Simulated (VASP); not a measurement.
Wanted: the native input for a VASP 6.6.1 run.

| Quantity | Value |
| --- | --- |
| Task | single point |
| Functional | PBE |
| Potentials or basis | VASP PAW PBE potentials, release 64 (Hf_pv, C) |
| Cutoff | 520 eV |
| k mesh | 18 × 18 × 10 |
| Occupations | gaussian, width 0.1 eV |
| Spin | no spin polarisation |
| Dipole correction | no |
| Further INCAR settings | ALGO = Normal; EDIFF = 1e-06; NBANDS = 22 |

The structure of HfC lies in POSCAR:

```
HfC
1.0
    3.3260318179      0.0000000029      0.0000000000
   -1.6630159114      2.8804280466      0.0000000000
    0.0000000000      0.0000000000      5.2407655377
Hf C
2 2
Direct
    0.6666666667      0.3333333333      0.7500000000
    0.3333333333      0.6666666667      0.2500000000
    0.0000000000      0.0000000000      0.0000000000
    0.0000000000      0.0000000000      0.5000000000
```

The input as run:

INCAR

```
SYSTEM = HfC
ALGO = Normal ; EDIFF = 1E-6
ENCUT = 520 ; GGA = PE
ISIF = 2 ; ISMEAR = 0
LASPH = .TRUE. ; LCHARG = .FALSE.
LREAL = .FALSE. ; LWAVE = .FALSE.
NBANDS = 22 ; NELM = 100
PREC = Accurate ; SIGMA = 0.1
```

KPOINTS

```
k-points
0
G
  18 18 10
  0 0 0
```

Potentials or basis: VASP PAW PBE potentials, release 64 (Hf_pv, C).

The run is started by

```sh
$ cat potpaw_PBE.64/Hf_pv/POTCAR potpaw_PBE.64/C/POTCAR > POTCAR
$ mpirun -np 1 vasp_std > vasp.out
```

It gave:

```json
{
  "Pressure": "-0.7 GPa",
  "Band gap on the k mesh": "zero (band 14 reaches 7.52 eV, above the bottom of band 15 at 6.25 eV)"
}
```

Caveat: spin-orbit coupling is left out, which moves the levels of the heavy elements.

Wall time 3.6 min on 1 thread of Intel Xeon 6975P-C, on a shared host, peak memory 0.34 GiB.
